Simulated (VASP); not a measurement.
# SiC (Imm2) in VASP: G0W0 quasiparticle levels with PBEsol

Aim: the G0W0 quasiparticle levels of SiC with PBEsol.

All numbers are computed with VASP 6.6.1; they aren't measurements. Logs are shortened: lines on timing, memory, paths and dates and some standing lists are left out, and cuts for length are marked.

**1. The cell of the first run**

The structure is orthorhombic, space group Imm2 (No. 44). The conventional cell has a = 3.050 Å, b = 3.079 Å, c = 4.373 Å, α = 90.00°, β = 90.00°, γ = 90.00°. Within 2.5 Å of Si (site symmetry mm2) lie 4 C at 1.88 to 1.89 Å. C (site symmetry mm2) has 4 Si at 1.88 to 1.89 Å within 2.5 Å.

**2. G0W0 quasiparticle levels, PBEsol**

The input, POSCAR:

```
SiC
1.0
   -0.0102284112      2.1668742926      2.1865184792
    2.1668742926     -0.0102284112      2.1865184792
    2.1566458813      2.1566458813      0.0000000000
Si C
1 1
Direct
   -0.0004814927     -0.0004814927      0.0004814927
    0.2504814927      0.2504814927      0.2495185073
```

The input, INCAR.step1:

```
PREC = Accurate ; ENCUT = 500
EDIFF = 1E-8 ; ISMEAR = 0
SIGMA = 0.01 ; LREAL = False
LASPH = True ; NELM = 100
ALGO = Normal ; LWAVE = True
LCHARG = False ; GGA = PS
```

The input, INCAR.step2:

```
PREC = Accurate ; ENCUT = 500
EDIFF = 1E-8 ; ISMEAR = 0
SIGMA = 0.01 ; LREAL = False
LASPH = True ; NELM = 1
ALGO = Exact ; LWAVE = True
LCHARG = False ; GGA = PS
NBANDS = 50 ; LOPTICS = True
ISTART = 1
```

The input, INCAR.step3:

```
PREC = Accurate ; ENCUT = 500
EDIFF = 1E-8 ; ISMEAR = 0
SIGMA = 0.01 ; LREAL = False
LASPH = True ; ALGO = EVGW0
LWAVE = False ; LCHARG = False
GGA = PS ; NELMGW = 1
NBANDS = 50 ; ENCUTGW = 100.0
NOMEGA = 48 ; PRECFOCK = Fast
ISTART = 1 ; NBANDSGW = 12
```

The input, KPOINTS:

```
regular mesh
0
Gamma
  6 6 6
```

Potentials or basis: VASP PAW PBE potentials, release 64 (Si_GW, C_GW).

Run with:

```bash
cat potpaw_PBE.64/Si_GW/POTCAR potpaw_PBE.64/C_GW/POTCAR > POTCAR
cp INCAR.step1 INCAR
mpirun -np 1 vasp_std > vasp.out
cp INCAR.step2 INCAR
mpirun -np 1 vasp_std > vasp.out
cp INCAR.step3 INCAR
mpirun -np 1 vasp_std > vasp.out
```

OUTCAR:

```text
PREC = Accurate
   ENCUT = 500
   EDIFF = 1E-8
   ISMEAR = 0
   LREAL = False
   LASPH = True
   GGA = PS
   NELMGW = 1
   ENCUTGW = 100.0
   PRECFOCK = Fast
   ISTART = 1

 ion  position               nearest neighbor table
   1  1.000  1.000  0.000-   2 1.88   2 1.88   2 1.89   2 1.89
   2  0.250  0.250  0.250-   1 1.88   1 1.88   1 1.89   1 1.89

  LATTYP: Found a body centered orthorhombic cell.
 ALAT       =     3.0499578546
 B/A-ratio  =     1.0094854805
 C/A-ratio  =     1.4338024218

  Lattice vectors:

 A1 = (   0.0102284112,  -2.1668742926,  -2.1865184792)
 A2 = (  -0.0102284113,   2.1668742925,  -2.1865184792)
 A3 = (   2.1668742926,  -0.0102284112,   2.1865184792)

Analysis of symmetry for initial positions (statically):
=====================================================================
 Subroutine PRICEL returns:
 Original cell was already a primitive cell.

 Routine SETGRP: Setting up the symmetry group for a
 body centered orthorhombic supercell.

 Subroutine GETGRP returns: Found  4 space group operations
 (whereof  4 operations were pure point group operations)
 out of a pool of  8 trial point group operations.

The static configuration has the point symmetry C_2v.

Analysis of symmetry for dynamics (positions and initial velocities):
=====================================================================
 Subroutine PRICEL returns:
 Original cell was already a primitive cell.

 Routine SETGRP: Setting up the symmetry group for a
 body centered orthorhombic supercell.

 Subroutine GETGRP returns: Found  4 space group operations
 (whereof  4 operations were pure point group operations)
 out of a pool of  8 trial point group operations.

The dynamic configuration has the point symmetry C_2v.

 Subroutine INISYM returns: Found  4 space group operations
 (whereof  4 operations are pure point group operations),
 and found     1 'primitive' translations

----------------------------------------------------------------------------------------

                                     Primitive cell

  volume of cell :      20.5325

  direct lattice vectors                    reciprocal lattice vectors
    -0.010228411  2.166874293  2.186518479    -0.229663028  0.229663028  0.228674034
     2.166874293 -0.010228411  2.186518479     0.229663028 -0.229663028  0.228674034
     2.156645881  2.156645881  0.000000000     0.231841493  0.231841493 -0.228674034

  length of vectors
     3.078361883  3.078361883  3.049957855     0.397217858  0.397217858  0.399740877

  position of ions in fractional coordinates (direct lattice)
     0.999518507  0.999518507  0.000481493
     0.250481493  0.250481493  0.249518507

  ion indices of the primitive-cell ions
   primitive index   ion index
                 1           1
                 2           2

----------------------------------------------------------------------------------------

 KPOINTS: regular mesh

Automatic generation of k-mesh.
 Grid dimensions read from file:
 generate k-points for:    6    6    6

 Generating k-lattice:

  Cartesian coordinates                     Fractional coordinates (reciprocal lattice)
    -0.038277171  0.038277171  0.038112339     0.166666667  0.000000000  0.000000000
     0.038277171 -0.038277171  0.038112339     0.000000000  0.166666667  0.000000000
     0.038640249  0.038640249 -0.038112339     0.000000000  0.000000000  0.166666667

  Length of vectors
     0.066202976  0.066202976  0.066623480

  Shift w.r.t. Gamma in fractional coordinates (k-lattice)
     0.000000000  0.000000000  0.000000000

 Subroutine IBZKPT returns following result:
 ===========================================

 Found     46 irreducible k-points:

 Following reciprocal coordinates:
            Coordinates               Weight
  0.000000  0.000000  0.000000      1.000000
  0.166667  0.000000  0.000000      4.000000
  0.333333  0.000000  0.000000      4.000000
  0.500000  0.000000  0.000000      2.000000
  0.166667  0.166667  0.000000      2.000000
  0.333333  0.166667  0.000000      4.000000
[... 16 lines left out ...]
 -0.166667  0.333333  0.166667      4.000000
  0.500000  0.500000  0.166667      4.000000
 [... further k-points ...]
   k-points           NKPTS =     46   k-points in BZ     NKDIM =    216   number of bands    NBANDS=     50
   number of dos      NEDOS =    301   number of ions     NIONS =      2
   total plane-waves  NPLWV =  13824
   dimension x,y,z NGX =    24 NGY =   24 NGZ =   24
   dimension x,y,z NGXF=    48 NGYF=   48 NGZF=   48
   ions per type =               1   1
   NGX,Y,Z   is equivalent  to a cutoff of  12.96, 12.96, 13.08 a.u.
   NGXF,Y,Z  is equivalent  to a cutoff of  25.92, 25.92, 26.16 a.u.
 SYSTEM =  unknown system
   PREC   = accura    normal or accurate (medium, high low for compatibility)
   ISTART =      1    job   : 0-new  1-cont  2-samecut
   ICHARG =      0    charge: 1-file 2-atom 10-const
   ISPIN  =      1    spin polarized calculation?
   LNONCOLLINEAR =      F non collinear calculations
   LSORBIT =      F    spin-orbit coupling
   LASPH  =      T    aspherical Exc in radial PAW
   ENCUT  =  500.0 eV  36.75 Ry    6.06 a.u.   5.61  5.61  5.56*2*pi/ulx,y,z
   NELM   =     60;   NELMIN=  2; NELMDL=  0     # of ELM steps
   EDIFF  = 0.1E-07   stopping-criterion for ELM
   LREAL  =      F    real-space projection
   EDIFFG = 0.1E-06   stopping-criterion for IOM
   NSW    =      0    number of steps for IOM
   IBRION =     -1    ionic relax: 0-MD 1-quasi-New 2-CG
   NFREE  =      0    steps in history (QN), initial steepest desc. (CG)
   ISIF   =      0    stress and relaxation
   ISYM   =      3    0-nonsym 1-usesym 2-fastsym
   POTIM  = 0.5000    time-step for ionic-motion
   TEBEG  =    0.0;   TEEND  =   0.0 temperature during run
   PSTRESS=    0.0 pullay stress
   NELECT =       8.0000    total number of electrons
   NUPDOWN=      -1.0000    fix difference up-down
   EMIN   =  10.00;   EMAX   =-10.00  energy-range for DOS
   EFERMI =   0.00;   METHOD = LEGACY
   ISMEAR =     0;   SIGMA  =   0.01  broadening in eV -4-tet -1-fermi 0-gaus
   EFERMI_NEDOS =   21; number of points for ismear=-14 and -15
   IALGO  =     38    algorithm
   IMIX   =      4    mixing-type and parameters
     AMIX     =   0.40;   BMIX     =  1.00
     AMIX_MAG =   1.60;   BMIX_MAG =  1.00
  volume/ion in A,a.u.               =      10.27        69.28
  Fermi-wavevector in a.u.,A,eV,Ry     =   1.195706  2.259557 19.452435  1.429714
  Thomas-Fermi vector in A             =   2.331665
   LORBIT       =      0    0 simple, 1 ext, 2 COOP (PROOUT), +10 PAW based schemes
   GGA     = PS    functional components
   LHFCALC =     T    Hartree Fock is set to
   PRECFOCK=fast      Normal, Fast or Accurate (Low or Medium for compatibility)
   ENCUT4O =  -1.0   cutoff for four orbital integrals eV
   NKREDX  =     1    reduce k-point grid by
   NKREDY  =     1    reduce k-point grid by
   NKREDZ  =     1    reduce k-point grid by
   AEXX    =    1.0000 exact exchange contribution
   HFSCREEN=    0.0000 screening length (either q_TF or 0.3 A-1)
   HFSCREENC=   0.0000 screening length for correlation (either q_TF or 0.3 A-1)
   ENCUTFOCK=  -1.0 apply spherical cutoff to Coloumb kernel
   IVDW    =     0    specifies the selected vdW correction
   LEPSILON=     F    determine dielectric tensor
   LRPA    =     F    only Hartree local field effects (RPA)
   LRPAFORCE           =     F    calculate RPA forces
   ENCUTGW             = 100.0    cutoff for response function in eV
   ENCUTGWSOFT         =  80.0    soft cutoff for Coulomb kernel in GW response function in eV
   ENCUTLF             =  -1.0    cutoff for local field effects
   NELMGW              =     1    number of iterations in solving QP/BSE equation
   NELMHF              =     1    number of iterations in the inner HF iteration
   NKREDLFX            =     1    NKREDLFY  =   1   NKREDLFZ  =   1
 non-spin polarized calculation
 Gauss-broadening in eV      SIGMA  =   0.01
  energy-cutoff  :      500.00
  volume of cell :       20.53
 maximum number of plane-waves:       534
 NGX is ok and might be reduce to    24
  NGX = 14; NGY = 14; NGZ = 14
   NGX = 11   NGY = 11   NGZ = 11
 maximum number of plane-waves:        59
 NGX is ok and might be reduce to    14

 QP shifts <psi_nk| G(iteration)W_0 |psi_nk>: iteration 1
 for sc-GW calculations column KS-energies equals QP-energies in previous step
 and V_xc(KS)=  KS-energies - (<T + V_ion + V_H > + <T+V_H+V_ion>^1  + <V_x>^1)

 k-point   1 :       0.0000    0.0000    0.0000
  band No.  KS-energies  QP-energies   sigma(KS)   V_xc(KS)     V^pw_x(r,r')   Z            occupation Imag(sigma)

      1      -7.6851      -8.5921     -14.0076     -12.7519     -21.6847       0.7223       2.0000       1.4244
      2       7.7611       7.4201     -15.2104     -14.7773     -17.4118       0.7873       2.0000       0.0893
      3       7.7753       7.4335     -15.1841     -14.7501     -17.3717       0.7875       2.0000       0.0888
      4       7.8737       7.5373     -15.2245     -14.7975     -17.4305       0.7879       2.0000       0.0892
      5      14.0595      14.8083     -12.2239     -13.1832      -7.3525       0.7806       0.0000      -0.1079
      6      14.9857      15.7861     -10.6546     -11.6633      -5.7980       0.7934       0.0000      -0.1048
      7      15.1327      15.9359     -10.6972     -11.7108      -5.8057       0.7924       0.0000      -0.1064
      8      15.1919      15.9975     -10.6627     -11.6798      -5.7580       0.7921       0.0000      -0.1080
      9      22.1376      23.0515     -10.3854     -11.5515      -4.5485       0.7838       0.0000      -0.2919
     10      22.4205      23.3397     -10.3870     -11.5585      -4.5011       0.7846       0.0000      -0.3065
     11      24.1654      24.7502      -9.3366     -10.0884      -2.9265       0.7780       0.0000      -0.4541
     12      24.7407      25.3221      -9.7323     -10.4781      -2.9976       0.7796       0.0000      -0.6822

 k-point   2 :       0.1667    0.0000    0.0000
  band No.  KS-energies  QP-energies   sigma(KS)   V_xc(KS)     V^pw_x(r,r')   Z            occupation Imag(sigma)
[... 353 lines left out ...]
      1      -3.3205      -4.0973     -14.8068     -13.7439     -21.3533       0.7308       2.0000       0.7943
      2       0.8879       0.1738     -14.1106     -13.1461     -18.4936       0.7405       2.0000       0.2955
      3       3.4369       2.7920     -13.6502     -12.8045     -16.7747       0.7625       2.0000       0.1415
      4       4.9750       4.3955     -14.3978     -13.6463     -17.2457       0.7710       2.0000       0.1111
      5      10.4196      10.9498     -10.3763     -11.0321      -6.3564       0.8085       0.0000      -0.0736
      6      14.1402      14.9012     -10.7722     -11.7209      -6.1887       0.8022       0.0000      -0.0916
      7      19.8913      20.8556     -11.7577     -13.0301      -5.4563       0.7578       0.0000      -0.2937
      8      20.0331      20.9680     -11.3102     -12.5408      -4.9592       0.7597       0.0000      -0.3074
      9      21.9671      23.0006     -12.0710     -13.4567      -5.1684       0.7458       0.0000      -0.4311
     10      25.8282      26.6906     -10.4996     -11.6201      -3.5208       0.7696       0.0000      -0.6562
     11      29.3932      30.4432     -11.4578     -12.8471      -4.0413       0.7558       0.0000      -0.9517
     12      30.3062      31.3978     -11.2204     -12.6383      -4.1743       0.7699       0.0000      -0.9656

 [... further k-points ...]
```

Wall time 13 min (1 thread of Intel Xeon 8259CL, shared host); peak memory 0.42 GiB.

What came out:

```yaml
Quasiparticle_gap: 1.92 eV
Least_direct_quasiparticle_gap: 5.41 eV
Band_gap_of_the_starting_levels_on_the_mesh: 1.13 eV
Least_direct_gap_of_the_starting_levels_on_the_mesh: 4.35 eV
```

Caveat: the k points lie up to 0.42 Å⁻¹ apart; bands, screening cutoff and mesh are small and nothing is extrapolated, so the quasiparticle values aren't converged.
